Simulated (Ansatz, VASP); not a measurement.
# GeSb4Te7: VASP beside Ansatz

POSCAR

```
GeSb4Te7
1.0
    4.2656559796      0.0000000000      0.0000000000
   -2.1328279898      3.6941664421      0.0000000000
    0.0000000000      0.0000000000     24.2241478557
Ge Sb Te
1 4 7
Direct
    0.0000000000      0.0000000000      0.5000000000
    0.6666666667      0.3333333333      0.9182117396
    0.3333333333      0.6666666667      0.3480243046
    0.3333333333      0.6666666667      0.0817882604
    0.6666666667      0.3333333333      0.6519756954
    0.3333333333      0.6666666667      0.8477998835
    0.6666666667      0.3333333333      0.1522001165
    0.0000000000      0.0000000000      0.7219453688
    0.6666666667      0.3333333333      0.4308888333
    0.3333333333      0.6666666667      0.5691111667
    0.0000000000      0.0000000000      0.0000000000
    0.0000000000      0.0000000000      0.2780546312
```

File INCAR.step1:

```
  PREC = Accurate
  ENCUT = 520
  ISMEAR = 0
  SIGMA = 0.01
  LREAL = False
  LASPH = True
  NELM = 80
  NBANDS = 50
  GGA = PE
  ALGO = Normal
  EDIFF = 1E-4
  LWAVE = True
  LCHARG = False
  KPAR = 4
```

INCAR.step2

```
  PREC = Accurate
  ENCUT = 520
  EDIFF = 1E-6
  ISMEAR = 0
  SIGMA = 0.01
  LREAL = False
  LASPH = True
  NELM = 80
  ALGO = Normal
  ISIF = 2
  LWAVE = False
  LCHARG = False
  METAGGA = R2SCAN
  LMIXTAU = True
  NBANDS = 50
  ISTART = 1
  KPAR = 4
```

The input KPOINTS:

```
Automatic mesh
0
Gamma
  12 12 2
```

Input for Ansatz:

```yaml
crystal:
  lattice:
    - [4.2656559796, 0.0, 0.0]
    - [-2.1328279898, 3.6941664421, 0.0]
    - [0.0, 0.0, 24.2241478557]
  atoms:
    - { symbol: Ge, position: [0.0, 0.0, 0.5] }
    - { symbol: Sb, position: [0.6666666667, 0.3333333333, 0.9182117396] }
    - { symbol: Sb, position: [0.3333333333, 0.6666666667, 0.3480243046] }
    - { symbol: Sb, position: [0.3333333333, 0.6666666667, 0.0817882604] }
    - { symbol: Sb, position: [0.6666666667, 0.3333333333, 0.6519756954] }
    - { symbol: Te, position: [0.3333333333, 0.6666666667, 0.8477998835] }
    - { symbol: Te, position: [0.6666666667, 0.3333333333, 0.1522001165] }
    - { symbol: Te, position: [0.0, 0.0, 0.7219453688] }
    - { symbol: Te, position: [0.6666666667, 0.3333333333, 0.4308888333] }
    - { symbol: Te, position: [0.3333333333, 0.6666666667, 0.5691111667] }
    - { symbol: Te, position: [0.0, 0.0, 0.0] }
    - { symbol: Te, position: [0.0, 0.0, 0.2780546312] }
kpoints:
  mp_grid: { grid: [12, 12, 2] }
  band_path:
    path:
      - [0.0, 0.0, 0.0]
      - [0.5, 0.0, 0.0]
      - [0.3333333333, 0.3333333333, 0.0]
      - [0.0, 0.0, 0.5]
      - [0.5, 0.0, 0.5]
      - [0.3333333333, 0.3333333333, 0.5]
    npoints: 1
hamiltonian:
  xc: r2scan
scf:
  occupations: { method: fixed }
  n_extra_bands: 7
output:
  forces: true
  stress: true
  eigenvalues: true
```

Alike in both runs: task single point; functional r2SCAN; k mesh 12 × 12 × 2; no spin polarisation.

```csv
,VASP,Ansatz
version,VASP 6.6.1,Ansatz 0.2.0
potentials or method,"VASP PAW PBE potentials, release 64 (Ge_d, Sb, Te)","plane waves, PAW"
plane-wave cutoff (eV),520,500
occupations,"gaussian, width 0.01 eV",fixed
valence electrons in the cell,76,186
```

Ansatz gave:

```
gap on the k mesh at the Fermi level (eV)                     : 0.41
pressure (GPa)                                                : 0.9
traceless stress, the component that is largest in VASP (GPa) : -0.06
rms of the force components (eV/Å)                            : 0.011
```

Question: Estimate VASP's values.

Answer: gap on the k mesh at the Fermi level (eV): 0.42; pressure (GPa): 0.9; traceless stress, the component that is largest in VASP (GPa): -0.05; rms of the force components (eV/Å): 0.014.

VASP's potentials were made for PBE, not for r2SCAN. Atom by atom the forces differ by 0.012 eV/Å (rms over components). VASP's potentials hold 76 valence electrons a cell and Ansatz's 186, so a difference there can come from the potentials and not from the codes.

Neither program's run includes spin-orbit coupling.
